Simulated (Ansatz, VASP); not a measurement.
## One calculation of Ga, two programs

Contents of INCAR:

```
SYSTEM = Ga
PREC     = Accurate       ! precision mode
ENCUT    = 520            ! plane-wave cutoff, eV
EDIFF    = 1E-8           ! SCF threshold, eV
ISMEAR   = -1             ! smearing method
SIGMA    = 0.03           ! smearing width, eV
LREAL    = .FALSE.        ! projectors in reciprocal space
LASPH    = .TRUE.         ! aspherical terms in the spheres
NELM     = 60             ! most SCF steps
ALGO     = Normal         ! electronic algorithm
ISIF     = 2              ! what is computed and relaxed
LWAVE    = .FALSE.        ! write WAVECAR
LCHARG   = .FALSE.        ! write CHGCAR
GGA      = PE             ! functional
LEFG     = .TRUE.       
NBANDS   = 20             ! bands
```

File KPOINTS:

```
Automatic mesh
0
G
  14 14 11
  0 0 0
```

Contents of POSCAR:

```
Ga
1.0
    1.3921592073     -4.0531663400      0.0000000000
    1.3921592073      4.0531663400      0.0000000000
   -0.1182278372      0.0000000000      3.3519831592
Ga
2
Direct
    0.8690000000      0.1310000000      0.2500000000
    0.1310000000      0.8690000000      0.7500000000
```

Input for Ansatz:

```yaml
crystal:
  lattice:
    - [1.3921592073, -4.05316634, 0.0]
    - [1.3921592073, 4.05316634, 0.0]
    - [-0.1182278372, 0.0, 3.3519831592]
  atoms:
    - { symbol: Ga, position: [0.869, 0.131, 0.25] }
    - { symbol: Ga, position: [0.131, 0.869, 0.75] }
kpoints:
  mp_grid: { grid: [14, 14, 11] }
scf:
  occupations: { method: fermi_dirac, width: 0.03 }
hamiltonian:
  xc: pbe
  pseudopotentials: { kind: all_electron, datasets: crystal }
output:
  forces: true
  stress: true
  eigenvalues: true
  efg: { contact_densities: true }
```

Change from the starting cell: volume scaled by 1.02, crystal datasets.

Alike in both runs: task electric field gradients; functional PBE; k mesh 14 × 14 × 11; occupations fermi-dirac, width 0.03 eV; no spin polarisation.

|  | VASP | Ansatz |
| --- | --- | --- |
| version | VASP 6.6.1 | Ansatz 0.2.0 |
| potentials or method | VASP PAW PBE potentials, release 64 (Ga_d), cutoff 520 eV | all-electron PAW with datasets made for the crystal, scalar-relativistic |

Ansatz gave:

```
pressure (GPa)                                                : 0.7
traceless stress, the component that is largest in VASP (GPa) : -0.15
rms of the force components (eV/Å)                            : 0.103
size of Vzz on the site where it differs most (V/Å²)          : 25.9
```

Which values does VASP return?

Pressure (GPa): 0.8; traceless stress, the component that is largest in VASP (GPa): -0.17; rms of the force components (eV/Å): 0.104; size of Vzz on the site where it differs most (V/Å²): 24.1.

Atom by atom the forces differ by 0.001 eV/Å (rms over components). Ansatz ran all-electron here, and VASP with PAW potentials.
